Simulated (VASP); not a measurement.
Input of a VASP 6.6.1 run:

Contents of INCAR:

```
SYSTEM = Cs2Br
  PREC = Accurate
  ENCUT = 520
  EDIFF = 1E-7
  ISMEAR = 0
  SIGMA = 0.1
  LREAL = .FALSE.
  LASPH = .TRUE.
  NELM = 80
  ALGO = Normal
  ISIF = 2
  LWAVE = .FALSE.
  LCHARG = .FALSE.
  GGA = PE
  IVDW = 12
  NBANDS = 20
```

The input KPOINTS:

```
Automatic mesh
0
G
  6 6 2
  0 0 0
```

Contents of POSCAR:

```
Cs2Br
1.0
    5.1213602000      0.0000000000      0.0000000000
   -2.5606801000      4.4352280000      0.0000000000
    0.0000000000      0.0000000000      9.0110882000
Cs Br
2 1
Direct
    0.6666667000      0.3333333000      0.2413050000
    0.3333333000      0.6666667000      0.7586950000
    0.0000000000      0.0000000000      0.0000000000
```

Potentials or basis: VASP PAW PBE potentials, release 64 (Cs_sv, Br).

Command:

```bash
$ cat potpaw_PBE.64/Cs_sv/POTCAR potpaw_PBE.64/Br/POTCAR > POTCAR
$ mpirun -np 1 vasp_std > vasp.out
```

Question: Predict the largest force.

Answer: 0.005 eV/Å.

Question: What does it give for the dispersion energy per atom?

Answer: -0.136 eV.

Forces in eV/Å, atoms in the order of the input:
```
Cs   0.000  0.000  0.005
Cs   0.000  0.000 -0.005
Br   0.000  0.000  0.000
```

Caveat: an odd number of electrons without spin polarisation forces a metal; a magnetic or distorted state may lie lower.
